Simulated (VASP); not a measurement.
# CaO: single point with PBE

CaO:

```
Ca O
1.0
     0.00000    2.39755    2.39755
     2.39755    0.00000    2.39755
     2.39755    2.39755    0.00000
Ca O
1 1
Direct
  0.00000 0.00000 0.00000
  0.50000 0.50000 0.50000
```

| Property | Result |
| --- | --- |
| Program | VASP 6.6.1 |
| Task | single point |
| Functional | PBE |
| Potentials or basis | VASP PAW PBE potentials, release 64 (Ca_sv, O) |
| Cutoff | 520 eV |
| k mesh | 6 × 6 × 6 |
| Occupations | gaussian, width 0.01 eV |
| Spin | no spin polarisation |
| Dipole correction | no |
| Further INCAR settings | ALGO = Normal; EDIFF = 1e-06; NBANDS = 15 |

The pressure is 3.1 GPa and the band gap on the k mesh is 3.63 eV, indirect (least direct gap 4.01 eV).

Levels at points of the mesh, in eV from the valence-band top:
```
           k point  band 5  band 6  band 7  band 8  band 9  band 10  band 11  band 12
(0.00, 0.00, 0.00)  -15.55    0.00    0.00    0.00    4.77     6.24     6.24     6.24
(0.50, 0.00, 0.00)  -14.32   -2.66   -1.22   -1.22    7.08     8.39     8.39     8.56
(0.50, 0.50, 0.00)  -15.31   -1.30   -0.37   -0.37    3.63     8.10     8.93     9.58
```

Run time: 4.4 s on 1 thread of Intel(R) Xeon(R) 6975P-C (Granite Rapids), with other jobs on the host, peak memory 0.15 GiB.

A k mesh can miss the band edges. A hybrid or GW would open this gap; PBE tends to underestimate it.
